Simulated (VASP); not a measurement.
A run of VASP 6.6.1 is set up as follows.

File INCAR:

```
SYSTEM = BaHf3H2
PREC = Accurate ; ENCUT = 520
EDIFF = 1E-6 ; ISMEAR = 0
SIGMA = 0.1 ; LREAL = .False.
LASPH = .True. ; NELM = 80
ALGO = Normal ; ISIF = 2
LWAVE = .False. ; LCHARG = .True.
GGA = PE ; LELF = .True.
LVHAR = .True. ; NBANDS = 30
```

KPOINTS

```
regular mesh
0
Gamma
  10 10 6
  0 0 0
```

File POSCAR:

```
BaHf3H2
1.0
    4.3363332537      0.0000000000      0.0000000000
    0.0000000000      4.3363332537      0.0000000000
    0.0000000000      0.0000000000      6.2646409589
Ba Hf H
1 3 2
Direct
    0.5000000000      0.5000000000      0.0000000000
    0.0000000000      0.0000000000      0.0000000000
    0.5000000000      0.5000000000      0.5000000000
    0.0000000000      0.0000000000      0.5000000000
    0.5000000000      0.0000000000      0.5000000000
    0.0000000000      0.5000000000      0.5000000000
```

Potentials or basis: VASP PAW PBE potentials, release 64 (Ba_sv, Hf_pv, H).

The run is started by

```console
$ cat potpaw_PBE.64/Ba_sv/POTCAR potpaw_PBE.64/Hf_pv/POTCAR potpaw_PBE.64/H/POTCAR > POTCAR
$ mpirun -np 1 vasp_std > vasp.out
```

Problem. Predict the band gap on the k mesh.

Solution. Zero (bands 21 and 22 overlap by 1.25 eV).

Problem. What does it give for the pressure?

Solution. 0.2 GPa.

Stress tensor (GPa, compression positive):
```
0.11 0.00 0.00
0.00 0.11 0.00
0.00 0.00 0.35
```

Caveat: spin-orbit coupling is left out, which moves the levels of the heavy elements.
